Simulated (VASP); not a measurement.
# Si2W: relaxation of the atoms with PBE

The system is Si2W.

```
Si W
1.0
    -1.60690    1.60690    3.95410
     1.60690   -1.60690    3.95410
     1.60690    1.60690   -3.95410
Si W
2 1
Direct
  0.33439 0.33439 0.00000
  0.66561 0.66561 0.00000
  0.00000 0.00000 0.00000
```

This cell differs from its parent crystal: z stretched by +1 %.

* Program: VASP 6.6.1
* Task: relaxation of the atoms
* Functional: PBE
* Potentials or basis: VASP PAW PBE potentials, release 64 (Si, W_sv)
* Cutoff: 520 eV
* k mesh: 20 × 20 × 20
* Occupations: fermi-dirac, width 0.05 eV
* Spin: no spin polarisation
* Dipole correction: no
* Further INCAR settings: ALGO = Normal; EDIFF = 1e-06; IBRION = 2; EDIFFG = -0.02; NSW = 80

| Quantity | Value |
| --- | --- |
| Pressure after relaxing | 0.8 GPa |
| Largest force after relaxing | 0.017 eV/Å |
| Band gap on the k mesh | zero (bands 11 and 12 overlap by 1.32 eV) |

Forces in eV/Å, atoms in the order of the input:
```
Si   0.000  0.000  0.017
Si   0.000  0.000 -0.017
W    0.000  0.000  0.000
```

Stress tensor (GPa, compression positive):
```
 2.16  0.00  0.00
 0.00  2.16  0.00
 0.00  0.00 -1.83
```

Final structure:
```
Si W
1.0
    -1.60690    1.60690    3.95410
     1.60690   -1.60690    3.95410
     1.60690    1.60690   -3.95410
Si W
2 1
Direct
  0.33439 0.33439 0.00000
  0.66561 0.66561 0.00000
  0.00000 0.00000 0.00000
```

Levels at points of the mesh, in eV from the Fermi level:
```csv
k point,band 9,band 10,band 11,band 12,band 13,band 14
"(0.00, 0.00, 0.00)",-2.78,-2.78,0.66,2.72,2.95,3.12
"(0.50, 0.00, 0.00)",-2.76,-2.71,-0.40,2.72,2.80,3.82
"(0.50, 0.50, 0.00)",-4.97,-3.28,-1.74,2.64,2.98,3.11
"(0.50, 0.50, 0.50)",-0.79,-0.79,-0.51,-0.51,0.83,4.27
```

It took 55 s on 4 MPI ranks on Intel(R) Xeon(R) 6975P-C (Granite Rapids) (shared host), peak memory 0.51 GiB a rank.

Caveat: the cell differs from its parent crystal (z stretched by +1 %); the relaxation stopped at its first step, so nothing moved; spin-orbit coupling is left out, which moves the levels of the heavy elements.
